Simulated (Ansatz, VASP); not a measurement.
## One calculation of NaCl, two programs

INCAR

```
SYSTEM = NaCl
  PREC = Accurate
  ENCUT = 600
  EDIFF = 1E-7
  ISMEAR = -1
  SIGMA = 0.05
  LREAL = .False.
  LASPH = .True.
  NELM = 60
  ALGO = Normal
  ISIF = 3
  LWAVE = .False.
  LCHARG = .False.
  GGA = RE
  IVDW = 12
  IBRION = 2
  NSW = 60
  EDIFFG = -0.01
```

KPOINTS

```
regular mesh
0
Gamma
  8 8 8
  0 0 0
```

Contents of POSCAR:

```
NaCl
1.0
    0.0000000000      2.7940632177      2.7940632177
    2.7940632177      0.0000000000      2.7940632177
    2.7940632177      2.7940632177      0.0000000000
Cl Na
1 1
Direct
    0.5000000000      0.5000000000      0.5000000000
    0.0000000000      0.0000000000      0.0000000000
```

The input input.yaml:

```yaml
crystal:
  lattice:
    - [0.0, 2.7940632177, 2.7940632177]
    - [2.7940632177, 0.0, 2.7940632177]
    - [2.7940632177, 2.7940632177, 0.0]
  atoms:
    - { symbol: Cl, position: [0.5, 0.5, 0.5] }
    - { symbol: Na, position: [0.0, 0.0, 0.0] }
hamiltonian:
  xc: revpbe
  pseudopotentials: { kind: paw }
  dispersion: d3bj
kpoints:
  mp_grid: { grid: [8, 8, 8] }
scf:
  occupations: { method: fermi_dirac, width: 0.05 }
output:
  forces: true
  stress: true
  write_density: true
  write_potential: true
  elf: true
  volumetric_format: npy
relax:
  f_tol: 0.01
  max_steps: 40
  cell: { stress_tol: 0.05 }
```

Alike in both runs: task relaxation of cell and atoms; functional revPBE; dispersion D3(BJ); k mesh 8 × 8 × 8; occupations fermi-dirac, width 0.05 eV; no spin polarisation.

|  | VASP | Ansatz |
| --- | --- | --- |
| version | VASP 6.6.1 | Ansatz 0.2.0 |
| potentials or method | VASP PAW PBE potentials, release 64 (Cl, Na_pv) | Ansatz PAW |
| plane-wave cutoff (eV) | 600 | 420 |
| valence electrons in the cell | 14 | 16 |

|  | VASP | Ansatz | Ansatz less VASP |
| --- | --- | --- | --- |
| gap on the k mesh at the Fermi level, each at its own relaxed structure (eV) | 5.49 | 5.49 | 0.000 |
| relaxed volume (Å³/atom) | 21.81 | 21.81 | 0.000 |
| relaxed length of the cell vector where the two differ most in proportion (Å) | 3.951 | 3.951 | 0.0000 |

VASP's potentials were made for PBE, not for revPBE. VASP's potentials hold 14 valence electrons a cell and Ansatz's 16, so a difference there can come from the potentials and not from the codes.

Noted on VASP's run: the relaxation stopped at its first step, so nothing moved. Noted on Ansatz's run: the plane-wave basis is chosen anew once the cell has moved, so the energies of steps on either side of that aren't comparable.
